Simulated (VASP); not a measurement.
# KBr (Fm-3m) in VASP: further runs

The runs below take KBr through elastic constants, dielectric tensor, with LDA, revPBE+D3(BJ).

Everything below comes from runs of VASP 6.6.1. Logs are shortened: lines on timing, memory, paths and dates and some standing lists are left out, and cuts for length are marked.

**1. The cell of the first run**

It takes space group Fm-3m (No. 225, cubic). The conventional cell has a = 6.600 Å, b = 6.600 Å, c = 6.600 Å, α = 90.00°, β = 90.00°, γ = 90.00°. Within 4.3 Å of Br (site symmetry m-3m) lie 6 K at 3.30 Å. K (site symmetry m-3m) has 6 Br at 3.30 Å within 4.3 Å.

**2. Elastic constants, LDA**

INCAR

```
SYSTEM = KBr
ALGO = Normal
EDIFF = 1E-8
ENCUT = 600
GGA = CA
IBRION = 6
ISIF = 3
ISMEAR = 0
LASPH = .TRUE.
LCHARG = .TRUE.
LREAL = .FALSE.
LWAVE = .FALSE.
NBANDS = 15
NELM = 60
NFREE = 2
NSW = 1
POTIM = 0.015
PREC = Accurate
SIGMA = 0.01
```

KPOINTS

```
k-points
0
G
  5 5 5
  0 0 0
```

POSCAR

```
KBr
1.0
    0.0000000000      3.3000000000      3.3000000000
    3.3000000000      0.0000000000      3.3000000000
    3.3000000000      3.3000000000      0.0000000000
Br K
1 1
Direct
    0.5000000000      0.5000000000      0.5000000000
    0.0000000000      0.0000000000      0.0000000000
```

Potentials or basis: VASP PAW LDA potentials, release 64 (Br, K_sv).

On the command line:

```sh
cat potpaw_LDA.64/Br/POTCAR potpaw_LDA.64/K_sv/POTCAR > POTCAR
mpirun -np 1 vasp_std > vasp.out
```

OUTCAR:

```text
SYSTEM = KBr
   EDIFF = 1E-8
   ENCUT = 600
   GGA = CA
   IBRION = 6
   ISIF = 3
   ISMEAR = 0
   LASPH = .TRUE.
   LREAL = .FALSE.
   NELM = 60
   NFREE = 2
   NSW = 1
   POTIM = 0.015
   PREC = Accurate

 ion  position               nearest neighbor table
   1  0.500  0.500  0.500-   2 3.30   2 3.30   2 3.30   2 3.30   2 3.30   2 3.30
   2  0.000  0.000  0.000-   1 3.30   1 3.30   1 3.30   1 3.30   1 3.30   1 3.30

  LATTYP: Found a face centered cubic cell.
 ALAT       =     6.6000000000

  Lattice vectors:

 A1 = (   0.0000000000,   3.3000000000,   3.3000000000)
 A2 = (   3.3000000000,   0.0000000000,   3.3000000000)
 A3 = (   3.3000000000,   3.3000000000,   0.0000000000)

Analysis of symmetry for initial positions (statically):
=====================================================================
 Subroutine PRICEL returns:
 Original cell was already a primitive cell.

 Routine SETGRP: Setting up the symmetry group for a
 face centered cubic supercell.

 Subroutine GETGRP returns: Found 48 space group operations
 (whereof 48 operations were pure point group operations)
 out of a pool of 48 trial point group operations.

The static configuration has the point symmetry O_h .

Analysis of symmetry for dynamics (positions and initial velocities):
=====================================================================
 Subroutine PRICEL returns:
 Original cell was already a primitive cell.

 Routine SETGRP: Setting up the symmetry group for a
 face centered cubic supercell.

 Subroutine GETGRP returns: Found 48 space group operations
 (whereof 48 operations were pure point group operations)
 out of a pool of 48 trial point group operations.

The dynamic configuration has the point symmetry O_h .

 Subroutine INISYM returns: Found 48 space group operations
 (whereof 48 operations are pure point group operations),
 and found     1 'primitive' translations

----------------------------------------------------------------------------------------

[... 313 lines left out ...]
  ext. energy  EPLUGINS =         0.00000000
  ---------------------------------------------------
  free energy    TOTEN  =        -6.79728285 eV

  energy without entropy =       -6.79728285  energy(sigma->0) =       -6.79728285

 E-fermi :  -1.8504     XC(G=0):  -7.8859

 val. band max:       -1.9137725821   @ k =   0.0000   0.0000   0.0000
 cond. band min:       2.1250798144   @ k =   0.0000   0.0000   0.0000
 fundamental gap:      4.0388523965
 Fermi energy:        -1.8504275221

 k-point     1 :       0.0000    0.0000    0.0000
  band No.  band energies     occupation
      1     -29.3219      2.00000
      2     -14.2376      2.00000
      3     -13.0369      2.00000
      4     -13.0369      2.00000
      5     -13.0369      2.00000
      6      -1.9138      2.00000
      7      -1.9138      2.00000
      8      -1.9138      2.00000
      9       2.1251      0.00000
     10       5.4325      0.00000
     11       5.4326      0.00000
     12       5.4326      0.00000
     13       6.3057      0.00000
     14       6.3061      0.00000
[... 334 lines left out ...]
  FREE ENERGIE OF THE ION-ELECTRON SYSTEM (eV)
  ---------------------------------------------------
  free  energy   TOTEN  =        -6.7972828459 eV

  energy  without entropy=       -6.7972828459  energy(sigma->0) =       -6.79728285

 INTERNAL STRAIN TENSORS FROM STRAINED CELLS
 ============================================

 INTERNAL STRAIN TENSOR FOR ION    1 for displacements in x,y,z  (eV/Angst):
          X           Y           Z          XY          YZ          ZX
  --------------------------------------------------------------------------------
  x    -0.00000    -0.00000     0.00000     0.00000     0.00000    -0.00000
  y     0.00000     0.00000     0.00000    -0.00000     0.00000     0.00000
  z    -0.00000     0.00000     0.00000     0.00000     0.00000     0.00000

 INTERNAL STRAIN TENSORS FROM DISPLACED ATOMS
 ============================================

 INTERNAL STRAIN TENSOR FOR ION    1 for displacements in x,y,z  (eV/Angst):
          X           Y           Z          XY          YZ          ZX
  --------------------------------------------------------------------------------
  x     0.00000     0.00000     0.00000     0.00000     0.00000     0.00000
  y     0.00000     0.00000     0.00000     0.00000     0.00000     0.00000
  z     0.00000     0.00000     0.00000     0.00000     0.00000     0.00000

 INTERNAL STRAIN TENSOR FOR ION    2 for displacements in x,y,z  (eV/Angst):
          X           Y           Z          XY          YZ          ZX
  --------------------------------------------------------------------------------
  x     0.00000     0.00000     0.00000     0.00000     0.00000     0.00000
  y     0.00000     0.00000     0.00000     0.00000     0.00000     0.00000
  z     0.00000     0.00000     0.00000     0.00000     0.00000     0.00000

 Eigenvectors and eigenvalues of the dynamical matrix
 ----------------------------------------------------

   1 f  =    3.025766 THz    19.011451 2PiTHz  100.928703 cm-1    12.513559 meV
             X         Y         Z           dx          dy          dz
      3.300000  3.300000  3.300000    -0.573077    0.000000    0.000000
      0.000000  0.000000  0.000000     0.819501    0.000000    0.000000
[... 21 lines left out ...]
   6 f/i=    0.000423 THz     0.002659 2PiTHz    0.014117 cm-1     0.001750 meV
             X         Y         Z           dx          dy          dz
      3.300000  3.300000  3.300000     0.000000    0.000000    0.819501
      0.000000  0.000000  0.000000     0.000000    0.000000    0.573077

--------------------------------------------------------------------------------------------------------

 ELASTIC MODULI CONTR FROM IONIC RELAXATION (kBar)
 Direction    XX          YY          ZZ          XY          YZ          ZX
 --------------------------------------------------------------------------------
 XX           0.0000      0.0000      0.0000      0.0000      0.0000      0.0000
 YY           0.0000      0.0000      0.0000      0.0000      0.0000      0.0000
 ZZ           0.0000      0.0000      0.0000      0.0000      0.0000      0.0000
 XY           0.0000      0.0000      0.0000      0.0000      0.0000      0.0000
 YZ           0.0000      0.0000      0.0000      0.0000      0.0000      0.0000
 ZX           0.0000      0.0000      0.0000      0.0000      0.0000      0.0000
 --------------------------------------------------------------------------------

 TOTAL ELASTIC MODULI (kBar)
 Direction    XX          YY          ZZ          XY          YZ          ZX
 --------------------------------------------------------------------------------
 XX         302.4613     49.8992     49.8992      0.0000     -0.0000      0.0000
 YY          49.8992    302.4613     49.8992      0.0000      0.0000      0.0000
 ZZ          49.8992     49.8992    302.4613     -0.0000     -0.0000      0.0000
 XY           0.0000      0.0000     -0.0000     57.0514      0.0000     -0.0000
 YZ          -0.0000      0.0000     -0.0000      0.0000     57.0514      0.0000
 ZX           0.0000      0.0000      0.0000     -0.0000      0.0000     57.0514
 --------------------------------------------------------------------------------
```

stdout:

```text
POSCAR found type information on POSCAR BrK
 POSCAR found :  2 types and       2 ions
 scaLAPACK will be used
 LDA part: xc-table for (Slater(with rela. corr.)+CA(PZ))
 , standard interpolation
 POSCAR, INCAR and KPOINTS ok, starting setup
 FFT: planning ... GRIDC
 FFT: planning ... GRID_SOFT
 FFT: planning ... GRID
 WAVECAR not read
 entering main loop
 Found     2 degrees of freedom:
 Adding 6 more for cell shape distortion
 Finite differences POTIM= 0.01500 DOF=   8
 bond charge predicted
 Finite differences progress:
 bond charge predicted
 Finite differences progress:
 bond charge predicted
 Finite differences progress:
 bond charge predicted
 Finite differences progress:
 bond charge predicted
 Finite differences progress:
 bond charge predicted
 Finite differences progress:
 bond charge predicted
 Finite differences progress:
 bond charge predicted
 Finite differences progress:
 bond charge predicted
 Finite differences progress:
 bond charge predicted
 Finite differences progress:
 bond charge predicted
 Finite differences progress:
 bond charge predicted
 Finite differences progress:
 bond charge predicted
 Finite differences progress:
 bond charge predicted
 Finite differences progress:
 bond charge predicted
 Finite differences progress:
 bond charge predicted
 Finite differences progress:
```

Wall time 7.2 min (1 thread of Intel Xeon Platinum 8488C (Sapphire Rapids), shared host); peak memory 0.25 GiB.

What came out:

```yaml
Elastic_constants_C11_C12_C44: 30, 5, 6 GPa
Voigt_bulk_modulus: 13 GPa
Highest_phonon_frequency_at_Γ_LO-TO_splitting_left_out: 101 cm⁻¹
```

Phonon frequencies in cm⁻¹ (negative: imaginary):
```csv
q point,frequencies
"(0.000, 0.000, 0.000)",0 0 0 101 101 101
```

Elastic tensor in Voigt notation (GPa, in the Cartesian axes of the cell as first typed):
```
30  5  5  0  0  0
 5 30  5  0  0  0
 5  5 30  0  0  0
 0  0  0  6  0  0
 0  0  0  0  6  0
 0  0  0  0  0  6
```

Clamped-ion elastic tensor (GPa):
```
30  5  5  0  0  0
 5 30  5  0  0  0
 5  5 30  0  0  0
 0  0  0  6  0  0
 0  0  0  0  6  0
 0  0  0  0  0  6
```

Caveat: the cell is under stress, which shifts elastic constants.

**3. Dielectric tensor, revPBE+D3(BJ)**

This run uses another cell than the first one, of 38.81 Å³/atom.

INCAR

```
PREC = Accurate
ENCUT = 520
EDIFF = 1E-8
ISMEAR = 0
SIGMA = 0.01
LREAL = F
LASPH = T
NELM = 100
ALGO = Normal
ISIF = 2
LWAVE = F
LCHARG = F
GGA = RE
IVDW = 12
LEPSILON = T
```

KPOINTS

```
Automatic mesh
0
Gamma
  7 7 7
```

POSCAR

```
KBr
1.0
    0.0000000000      3.3857523744      3.3857523744
    3.3857523744      0.0000000000      3.3857523744
    3.3857523744      3.3857523744      0.0000000000
Br K
1 1
Direct
    0.5000000000      0.5000000000      0.5000000000
    0.0000000000      0.0000000000      0.0000000000
```

Potentials or basis: VASP PAW PBE potentials, release 64 (Br, K_sv).

On the command line:

```sh
cat potpaw_PBE.64/Br/POTCAR potpaw_PBE.64/K_sv/POTCAR > POTCAR
mpirun -np 1 vasp_std > vasp.out
```

OUTCAR:

```text
PREC = Accurate
   ENCUT = 520
   EDIFF = 1E-8
   ISMEAR = 0
   LREAL = F
   LASPH = T
   NELM = 100
   ISIF = 2
   GGA = RE
   IVDW = 12
   LEPSILON = T
 IVDW          = 12

 ion  position               nearest neighbor table
   1  0.500  0.500  0.500-
   2  0.000  0.000  0.000-

  LATTYP: Found a face centered cubic cell.
 ALAT       =     6.7715047488

  Lattice vectors:

 A1 = (   0.0000000000,   3.3857523744,   3.3857523744)
 A2 = (   3.3857523744,   0.0000000000,   3.3857523744)
 A3 = (   3.3857523744,   3.3857523744,   0.0000000000)

Analysis of symmetry for initial positions (statically):
=====================================================================
 Subroutine PRICEL returns:
 Original cell was already a primitive cell.

 Routine SETGRP: Setting up the symmetry group for a
 face centered cubic supercell.

 Subroutine GETGRP returns: Found 48 space group operations
 (whereof 48 operations were pure point group operations)
 out of a pool of 48 trial point group operations.

The static configuration has the point symmetry O_h .

Analysis of symmetry for dynamics (positions and initial velocities):
=====================================================================
 Subroutine PRICEL returns:
 Original cell was already a primitive cell.

 Routine SETGRP: Setting up the symmetry group for a
 face centered cubic supercell.

 Subroutine GETGRP returns: Found 48 space group operations
 (whereof 48 operations were pure point group operations)
 out of a pool of 48 trial point group operations.

The dynamic configuration has the point symmetry O_h .

 Subroutine INISYM returns: Found 48 space group operations
 (whereof 48 operations are pure point group operations),
 and found     1 'primitive' translations

----------------------------------------------------------------------------------------

                                     Primitive cell

  volume of cell :      77.6239

  direct lattice vectors                    reciprocal lattice vectors
     0.000000000  3.385752374  3.385752374    -0.147677664  0.147677664  0.147677664
     3.385752374  0.000000000  3.385752374     0.147677664 -0.147677664  0.147677664
     3.385752374  3.385752374  0.000000000     0.147677664  0.147677664 -0.147677664

  length of vectors
     4.788176927  4.788176927  4.788176927     0.255785216  0.255785216  0.255785216

  position of ions in fractional coordinates (direct lattice)
     0.500000000  0.500000000  0.500000000
     0.000000000  0.000000000  0.000000000

  ion indices of the primitive-cell ions
   primitive index   ion index
                 1           1
                 2           2

----------------------------------------------------------------------------------------

 KPOINTS: Automatic mesh

Automatic generation of k-mesh.
 Grid dimensions read from file:
 generate k-points for:    7    7    7

 Generating k-lattice:

[... 391 lines left out ...]
  band No.  band energies     occupation
      1     -29.9615      2.00000
      2     -14.1194      2.00000
      3     -13.4482      2.00000
      4     -13.4319      2.00000
      5     -13.3004      2.00000
      6      -2.4845      2.00000
      7      -2.4536      2.00000
      8      -2.2672      2.00000
      9       5.2871      0.00000
     10       5.9516      0.00000
     11       6.3025      0.00000
     12       6.9837      0.00000

  FORCE on cell =-STRESS in cart. coord.  units (eV):
  Direction    XX          YY          ZZ          XY          YZ          ZX
  --------------------------------------------------------------------------------------
  -------------------------------------------------------------------------------------
  Total      -0.40646    -0.40646    -0.40646     0.00000     0.00000    -0.00000
  in kB      -8.38953    -8.38953    -8.38953     0.00000     0.00000    -0.00000
  external pressure =       -8.39 kB  Pullay stress =        0.00 kB

 VOLUME and BASIS-vectors are now :
 -----------------------------------------------------------------------------
  energy-cutoff  :      520.00
  volume of cell :       77.62
      direct lattice vectors                 reciprocal lattice vectors
     0.000000000  3.385752374  3.385752374    -0.147677664  0.147677664  0.147677664
     3.385752374  0.000000000  3.385752374     0.147677664 -0.147677664  0.147677664
     3.385752374  3.385752374  0.000000000     0.147677664  0.147677664 -0.147677664

 POSITION                                       TOTAL-FORCE (eV/Angst)
 -----------------------------------------------------------------------------------
      3.38575      3.38575      3.38575         0.000000     -0.000000      0.000000
      0.00000      0.00000      0.00000        -0.000000      0.000000     -0.000000
 -----------------------------------------------------------------------------------
    total drift:                                0.000000      0.000000      0.000000

  FREE ENERGIE OF THE ION-ELECTRON SYSTEM (eV)
  ---------------------------------------------------
  free  energy   TOTEN  =        -6.6082767005 eV

  energy  without entropy=       -6.6082767005  energy(sigma->0) =       -6.60827670

 HEAD OF MICROSCOPIC STATIC DIELECTRIC TENSOR (INDEPENDENT PARTICLE, excluding Hartree and local field effects)
 ------------------------------------------------------
           2.646826     0.000000     0.000000
           0.000000     2.646826     0.000000
          -0.000000     0.000000     2.646826
 ------------------------------------------------------

 Free energy of the ion-electron system (eV)
  ---------------------------------------------------
  ---------------------------------------------------
  free energy    TOTEN  =        -0.36401375 eV

  energy without entropy =       -0.36401375

------------------------ aborting loop because EDIFF is reached ----------------------------------------

 Edisp (eV)   -0.69701

 E8    (eV) :    -0.4998
[... 7 lines left out ...]
 E8    (eV) :    -0.4998

--------------------------------------- Ionic step        3  -------------------------------------------

 Free energy of the ion-electron system (eV)
  ---------------------------------------------------
  ---------------------------------------------------
  free energy    TOTEN  =        -0.36401400 eV

  energy without entropy =       -0.36401400

------------------------ aborting loop because EDIFF is reached ----------------------------------------

 Edisp (eV)   -0.69701

 E8    (eV) :    -0.4998

 PIEZOELECTRIC TENSOR FIELD DIRECTION 3  (e Angst)
 -----------------------------------------------------------------------------
    -0.00014  0.00000 -0.00000           (  0.00000  0.00000 -0.00000)
     0.00000 -0.00014 -0.00000           (  0.00000  0.00000  0.00000)
     0.00000  0.00000 -0.00075           ( -0.00000  0.00000  0.00000)

 PIEZOELECTRIC TENSOR FIELD DIRECTION 3  (C/m^2)
 -----------------------------------------------------------------------------
    -0.00003  0.00000 -0.00000
     0.00000 -0.00003 -0.00000
     0.00000  0.00000 -0.00016

 MACROSCOPIC STATIC DIELECTRIC TENSOR (including local field effects in DFT)
 ------------------------------------------------------
           2.417494    -0.000000     0.000000
          -0.000000     2.417494     0.000000
           0.000000     0.000000     2.417494
 ------------------------------------------------------

 PIEZOELECTRIC TENSOR (including local field effects)  for field in x, y, z        (e  Angst)
          XX          YY          ZZ          XY          YZ          ZX
  --------------------------------------------------------------------------------
  x     0.00000     0.00000     0.00000     0.00000     0.00000     0.00000
  y     0.00000     0.00000     0.00000     0.00000     0.00000     0.00000
  z     0.00000     0.00000     0.00000     0.00000     0.00000     0.00000

 PIEZOELECTRIC TENSOR (including local field effects)  for field in x, y, z        (C/m^2)
          XX          YY          ZZ          XY          YZ          ZX
  --------------------------------------------------------------------------------
  x     0.00000     0.00000     0.00000     0.00000     0.00000     0.00000
  y     0.00000     0.00000     0.00000     0.00000     0.00000     0.00000
  z     0.00000     0.00000     0.00000     0.00000     0.00000     0.00000

 BORN EFFECTIVE CHARGES (including local field effects) (in |e|, cummulative output)
 ---------------------------------------------------------------------------------
 ion    1
    1    -1.14576     0.00000    -0.00000
    2     0.00000    -1.14576    -0.00000
    3     0.00000     0.00000    -1.14576
 ion    2
    1     1.14576    -0.00000     0.00000
    2    -0.00000     1.14576     0.00000
    3    -0.00000    -0.00000     1.14576
```

OSZICAR:

```text
N       E                     dE             d eps       ncg     rms          rms(c)
DAV:   1     0.103724105414E+03    0.10372E+03   -0.68049E+03   480   0.114E+03
DAV:   2     0.816708298466E+00   -0.10291E+03   -0.94216E+02   596   0.258E+02
[... 12 lines left out ...]
RMM:  16    -0.364013031207E+00   -0.73242E-06    0.91194E-09  2136   0.569E-04    0.102E-03
RMM:  17    -0.364013636054E+00   -0.60485E-06    0.15027E-08  2103   0.517E-04    0.599E-04
RMM:  18    -0.364013883576E+00   -0.24752E-06   -0.73754E-08  2004   0.454E-04    0.367E-04
RMM:  19    -0.364014054150E+00   -0.17057E-06    0.43583E-08  1965   0.458E-04    0.949E-05
RMM:  20    -0.364014041359E+00    0.12790E-07    0.15268E-08  1671   0.406E-04    0.112E-05
RMM:  21    -0.364014009901E+00    0.31458E-07    0.73823E-08  1338   0.391E-04    0.112E-05
RMM:  22    -0.364013999694E+00    0.10207E-07    0.86497E-08  1259   0.389E-04    0.300E-06
```

It took 9.9 min on 1 thread of Oxide Virtual Turin-like, shared host; peak memory 0.28 GiB.

Results:

| Quantity | Value |
| --- | --- |
| Band gap on the k mesh | 4.53 eV |
| Electronic dielectric tensor (diagonal) | 2.42 |
| Born charges (mean of the diagonal) | Br -1.15; K +1.15 e |
| Dispersion energy per atom | -0.349 eV |

Electronic dielectric tensor:
```
2.42 0.00 0.00
0.00 2.42 0.00
0.00 0.00 2.42
```

Born effective charge tensors (e):
atom 1, Br
```
-1.15  0.00  0.00
 0.00 -1.15  0.00
 0.00  0.00 -1.15
```
atom 2, K
```
1.15 0.00 0.00
0.00 1.15 0.00
0.00 0.00 1.15
```

Caveat: the PAW data sets were made with another functional, which shifts forces and pressure a little; an odd mesh through Γ misses points on the zone boundary, where band edges can lie.
